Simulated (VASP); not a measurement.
# Ti (P6_3/mmc) in VASP: relaxation of cell and atoms with PBE

Aim: the relaxation of cell and atoms of Ti with PBE.

All numbers are computed with VASP 6.6.1; they aren't measurements. Logs are shortened: lines on timing, memory, paths and dates and some standing lists are left out, and cuts for length are marked.

## Step 1: The cell of the first run

Symmetry: P6_3/mmc, No. 194, hexagonal system. Conventional cell: a = 2.950 Å, b = 2.950 Å, c = 4.686 Å, α = 90.00°, β = 90.00°, γ = 120.00°. Ti (site symmetry -6m2) has 12 Ti at 2.90 to 2.95 Å within 3.8 Å.

## Step 2: Relaxation of cell and atoms, PBE

INCAR reads:

```
PREC = Accurate
ENCUT = 600
EDIFF = 1E-7
ISMEAR = 0
SIGMA = 0.1
LREAL = False
LASPH = True
NELM = 60
ALGO = Fast
ISIF = 3
LWAVE = False
LCHARG = False
GGA = PE
IBRION = 2
NSW = 100
EDIFFG = -0.005
```

KPOINTS reads:

```
regular mesh
0
Gamma
  18 18 10
```

POSCAR reads:

```
Ti
1.0
    2.9499978604      0.0000000000      0.0000000000
   -1.4749989302      2.5547730882      0.0000000000
    0.0000000000      0.0000000000      4.6860000000
Ti
2
Direct
    0.3333333333      0.6666666667      0.2500000000
    0.6666666667      0.3333333333      0.7500000000
```

Potentials or basis: VASP PAW PBE potentials, release 64 (Ti_sv).

Run with:

```bash
> cat potpaw_PBE.64/Ti_sv/POTCAR > POTCAR
> mpirun -np 1 vasp_std > vasp.out
```

OUTCAR:

```text
PREC = Accurate
   ENCUT = 600
   EDIFF = 1E-7
   ISMEAR = 0
   LREAL = False
   LASPH = True
   NELM = 60
   ISIF = 3
   GGA = PE
   IBRION = 2
   NSW = 100
   EDIFFG = -0.005

 ion  position               nearest neighbor table
   1  0.333  0.667  0.250-   2 2.90   2 2.90   2 2.90   2 2.90   2 2.90   2 2.90
   2  0.667  0.333  0.750-   1 2.90   1 2.90   1 2.90   1 2.90   1 2.90   1 2.90

  LATTYP: Found a hexagonal cell.
 ALAT       =     2.9499978604
 C/A-ratio  =     1.5884757284

  Lattice vectors:

 A1 = (   2.9499978604,   0.0000000000,   0.0000000000)
 A2 = (  -1.4749989302,   2.5547730882,   0.0000000000)
 A3 = (   0.0000000000,   0.0000000000,   4.6860000000)

Analysis of symmetry for initial positions (statically):
=====================================================================
 Subroutine PRICEL returns:
 Original cell was already a primitive cell.

 Routine SETGRP: Setting up the symmetry group for a
 hexagonal supercell.

 Subroutine GETGRP returns: Found 24 space group operations
 (whereof 12 operations were pure point group operations)
 out of a pool of 24 trial point group operations.

The static configuration has the point symmetry D_3d.
 The point group associated with its full space group is D_6h.

Analysis of symmetry for dynamics (positions and initial velocities):
=====================================================================
 Subroutine PRICEL returns:
 Original cell was already a primitive cell.

 Routine SETGRP: Setting up the symmetry group for a
 hexagonal supercell.

 Subroutine GETGRP returns: Found 24 space group operations
 (whereof 12 operations were pure point group operations)
 out of a pool of 24 trial point group operations.

The dynamic configuration has the point symmetry D_3d.
 The point group associated with its full space group is D_6h.

 Subroutine INISYM returns: Found 24 space group operations
 (whereof 12 operations are pure point group operations),
 and found     1 'primitive' translations

----------------------------------------------------------------------------------------

                                     Primitive cell

  volume of cell :      35.3164

  direct lattice vectors                    reciprocal lattice vectors
     2.949997860  0.000000000  0.000000000     0.338983297  0.195712098  0.000000000
    -1.474998930  2.554773088  0.000000000     0.000000000  0.391424195  0.000000000
     0.000000000  0.000000000  4.686000000     0.000000000  0.000000000  0.213401622

  length of vectors
     2.949997860  2.949997860  4.686000000     0.391424195  0.391424195  0.213401622

  position of ions in fractional coordinates (direct lattice)
     0.333333333  0.666666667  0.250000000
     0.666666667  0.333333333  0.750000000

  ion indices of the primitive-cell ions
   primitive index   ion index
                 1           1
                 2           2

----------------------------------------------------------------------------------------

 KPOINTS: regular mesh

Automatic generation of k-mesh.
 Grid dimensions read from file:
 generate k-points for:   18   18   10

 Generating k-lattice:

  Cartesian coordinates                     Fractional coordinates (reciprocal lattice)
     0.018832405  0.010872894  0.000000000     0.055555556  0.000000000  0.000000000
     0.000000000  0.021745789  0.000000000     0.000000000  0.055555556  0.000000000
     0.000000000  0.000000000  0.021340162     0.000000000  0.000000000  0.100000000

  Length of vectors
     0.021745789  0.021745789  0.021340162

  Shift w.r.t. Gamma in fractional coordinates (k-lattice)
     0.000000000  0.000000000  0.000000000

 Subroutine IBZKPT returns following result:
 ===========================================

 Found    222 irreducible k-points:

 Following reciprocal coordinates:
            Coordinates               Weight
  0.000000  0.000000  0.000000      1.000000
  0.055556  0.000000  0.000000      6.000000
  0.111111  0.000000  0.000000      6.000000
  0.166667  0.000000  0.000000      6.000000
  0.222222  0.000000  0.000000      6.000000
  0.277778  0.000000  0.000000      6.000000
[... 16 lines left out ...]
  0.333333  0.111111  0.000000     12.000000
  0.388889  0.111111  0.000000     12.000000
 [... further k-points ...]
   k-points           NKPTS =    222   k-points in BZ     NKDIM =    222   number of bands    NBANDS=     16
   number of dos      NEDOS =    301   number of ions     NIONS =      2
   total plane-waves  NPLWV =  23040
   dimension x,y,z NGX =    24 NGY =   24 NGZ =   40
   dimension x,y,z NGXF=    48 NGYF=   48 NGZF=   80
   ions per type =               2
   NGX,Y,Z   is equivalent  to a cutoff of  13.53, 13.53, 14.19 a.u.
   NGXF,Y,Z  is equivalent  to a cutoff of  27.05, 27.05, 28.38 a.u.
 SYSTEM =  unknown system
   PREC   = accura    normal or accurate (medium, high low for compatibility)
   ISTART =      0    job   : 0-new  1-cont  2-samecut
   ICHARG =      2    charge: 1-file 2-atom 10-const
   ISPIN  =      1    spin polarized calculation?
   LNONCOLLINEAR =      F non collinear calculations
   LSORBIT =      F    spin-orbit coupling
   LASPH  =      T    aspherical Exc in radial PAW
   ENCUT  =  600.0 eV  44.10 Ry    6.64 a.u.   5.89  5.89  9.36*2*pi/ulx,y,z
   NELM   =     60;   NELMIN=  2; NELMDL= -5     # of ELM steps
   EDIFF  = 0.1E-06   stopping-criterion for ELM
   LREAL  =      F    real-space projection
   EDIFFG = -.5E-02   stopping-criterion for IOM
   NSW    =    100    number of steps for IOM
   IBRION =      2    ionic relax: 0-MD 1-quasi-New 2-CG
   NFREE  =      1    steps in history (QN), initial steepest desc. (CG)
   ISIF   =      3    stress and relaxation
   ISYM   =      2    0-nonsym 1-usesym 2-fastsym
   POTIM  = 0.5000    time-step for ionic-motion
   TEBEG  =    0.0;   TEEND  =   0.0 temperature during run
   PSTRESS=    0.0 pullay stress
   NELECT =      24.0000    total number of electrons
   NUPDOWN=      -1.0000    fix difference up-down
   EMIN   =  10.00;   EMAX   =-10.00  energy-range for DOS
   EFERMI =   0.00;   METHOD = LEGACY
   ISMEAR =     0;   SIGMA  =   0.10  broadening in eV -4-tet -1-fermi 0-gaus
   EFERMI_NEDOS =   21; number of points for ismear=-14 and -15
   IALGO  =     68    algorithm
   IMIX   =      4    mixing-type and parameters
     AMIX     =   0.40;   BMIX     =  1.00
     AMIX_MAG =   1.60;   BMIX_MAG =  1.00
  volume/ion in A,a.u.               =      17.66       119.16
  Fermi-wavevector in a.u.,A,eV,Ry     =   1.439306  2.719894 28.185854  2.071602
  Thomas-Fermi vector in A             =   2.558176
   LORBIT       =      0    0 simple, 1 ext, 2 COOP (PROOUT), +10 PAW based schemes
   GGA     = PE    functional components
   LHFCALC =     F    Hartree Fock is set to
   AEXX    =    0.0000 exact exchange contribution
   IVDW    =     0    specifies the selected vdW correction
   LEPSILON=     F    determine dielectric tensor
   LRPA    =     F    only Hartree local field effects (RPA)
 conjugate gradient relaxation of ions
 non-spin polarized calculation
 RMM-DIIS sequential band-by-band and
 Gauss-broadening in eV      SIGMA  =   0.10
  energy-cutoff  :      600.00
  volume of cell :       35.32
 maximum number of plane-waves:      1194
 NGX is ok and might be reduce to    24
   NGX = 11   NGY = 11   NGZ = 19

--------------------------------------- Ionic step        1  -------------------------------------------

 number of electron      23.9999997 magnetization

 Free energy of the ion-electron system (eV)
  ---------------------------------------------------
  ext. energy  EPLUGINS =         0.00000000
  ---------------------------------------------------
  free energy    TOTEN  =       -15.67310688 eV

  energy without entropy =      -15.66344315  energy(sigma->0) =      -15.66827502

------------------------ aborting loop because EDIFF is reached ----------------------------------------

  FORCE on cell =-STRESS in cart. coord.  units (eV):
  Direction    XX          YY          ZZ          XY          YZ          ZX
  --------------------------------------------------------------------------------------
  -------------------------------------------------------------------------------------
  Total       -0.4263088     -0.4263088     -0.5369363      0.0000000      0.0000000      0.0000000
  in kB      -19.3400930    -19.3400930    -24.3588630      0.0000000      0.0000000      0.0000000
  external PRESSURE =     -21.0130163 kB  Pullay stress =       0.0000000 kB
[... 23 lines left out ...]
--------------------------------------- Ionic step        2  -------------------------------------------

 number of electron      23.9999992 magnetization

------------------------ aborting loop EDIFF was not reached (unconverged)  ----------------------------

  FORCE on cell =-STRESS in cart. coord.  units (eV):
  Direction    XX          YY          ZZ          XY          YZ          ZX
  --------------------------------------------------------------------------------------
  -------------------------------------------------------------------------------------
  Total        0.3174822      0.3174822      0.2969287      0.0000000     -0.0000000      0.0000000
  in kB       14.8968098     14.8968098     13.9324053      0.0000000     -0.0000000      0.0000000
  external PRESSURE =      14.5753416 kB  Pullay stress =       0.0000000 kB
[... 203 lines left out ...]
--------------------------------------- Ionic step        8  -------------------------------------------

 number of electron      23.9999993 magnetization

 Free energy of the ion-electron system (eV)
  ---------------------------------------------------
  ext. energy  EPLUGINS =         0.00000000
  ---------------------------------------------------
  free energy    TOTEN  =       -15.67704484 eV

  energy without entropy =      -15.66765320  energy(sigma->0) =      -15.67234902

 E-fermi :   8.3573     XC(G=0): -11.5021

 val. band max:        8.3466353259   @ k =   0.1667   0.0000   0.1000
 cond. band min:       8.3731834924   @ k =   0.0556   0.0000   0.5000
 fundamental gap:      0.0265481665
 Fermi energy:         8.3572506657

 k-point     1 :       0.0000    0.0000    0.0000
  band No.  band energies     occupation
      1     -48.5132      2.00000
      2     -48.3754      2.00000
      3     -25.1041      2.00000
      4     -24.4580      2.00000
      5     -24.4580      2.00000
      6     -24.3924      2.00000
[... 433 lines left out ...]
      3     -24.9004      2.00000
      4     -24.7981      2.00000
      5     -24.7821      2.00000
      6     -24.6238      2.00000
[... 8 lines left out ...]
     15       9.5177      0.00000
     16      11.4564      0.00000

 [... further k-points ...]

------------------------ aborting loop because EDIFF is reached ----------------------------------------

  FORCE on cell =-STRESS in cart. coord.  units (eV):
  Direction    XX          YY          ZZ          XY          YZ          ZX
  --------------------------------------------------------------------------------------
  -------------------------------------------------------------------------------------
  Total       -0.0059713     -0.0059713     -0.0054644      0.0000000      0.0000000      0.0000000
  in kB       -0.2756949     -0.2756949     -0.2522914      0.0000000      0.0000000      0.0000000
  external PRESSURE =      -0.2678937 kB  Pullay stress =       0.0000000 kB
[... 17 lines left out ...]
  FREE ENERGIE OF THE ION-ELECTRON SYSTEM (eV)
  ---------------------------------------------------
  free  energy   TOTEN  =       -15.6770448401 eV

  energy  without entropy=      -15.6676532022  energy(sigma->0) =      -15.67234902

 reached required accuracy - stopping structural energy minimisation
```

Run time: 28 min. Hardware: 1 thread of Intel Xeon Platinum 8488C (Sapphire Rapids), shared host; peak memory 0.28 GiB.

What came out:

```yaml
Free_energy: -15.6770 eV
Relaxed_volume: 17.35 Å³/atom
Relaxed_cell: a = 2.937 Å, b = 2.937 Å, c = 4.646 Å, α = 90.00°, β = 90.00°, γ = 120.00°
Space_group_after_relaxing_to_0.1_Å: P6_3/mmc (No. 194)
Energy_gained_by_relaxing: 2.0 meV/atom
Ionic_steps: 8
Pressure_after_relaxing: 0.0 GPa
Band_gap_on_the_k_mesh: zero (bands 12 and 13 overlap by 1.10 eV)
```

The path:
```csv
step,energy change (eV),largest force (eV/Å),pressure (GPa),volume (Å³)
1,0.0000,0.0000,-2.10,35.32
2,0.4861,0.0000,1.46,34.15
3,-0.0038,0.0000,0.28,34.61
4,-0.0039,0.0000,0.03,34.68
5,-0.0039,0.0000,0.00,34.70
6,-0.0039,0.0000,-0.03,34.70
7,-0.0039,0.0000,-0.03,34.70
8,-0.0039,0.0000,-0.03,34.70
```

Final structure:
```cif
data_structure
_symmetry_space_group_name_H-M 'P 1'
_symmetry_Int_Tables_number 1
_cell_length_a 2.9367
_cell_length_b 2.9367
_cell_length_c 4.6463
_cell_angle_alpha 90.000
_cell_angle_beta 90.000
_cell_angle_gamma 120.000
_cell_volume 34.70
loop_
_atom_site_label
_atom_site_type_symbol
_atom_site_fract_x
_atom_site_fract_y
_atom_site_fract_z
_atom_site_occupancy
Ti1 Ti 0.33333 0.66667 0.25000 1
Ti2 Ti 0.66667 0.33333 0.75000 1
```

Levels at points of the mesh, in eV from the Fermi level:
| k point | band 10 | band 11 | band 12 | band 13 | band 14 | band 15 |
| --- | --- | --- | --- | --- | --- | --- |
| (0.00, 0.00, 0.00) | -2.70 | 0.76 | 0.76 | 0.77 | 0.88 | 1.26 |
| (0.50, 0.00, 0.00) | -2.17 | -1.86 | -0.64 | 0.46 | 0.62 | 1.17 |
| (0.00, 0.00, 0.50) | -4.36 | 0.08 | 0.08 | 0.67 | 0.67 | 0.67 |
| (0.50, 0.00, 0.50) | -2.55 | -0.82 | -0.82 | 1.32 | 1.32 | 1.72 |

The gap in the log of VASP goes by the Fermi energy; the results here count the filled bands.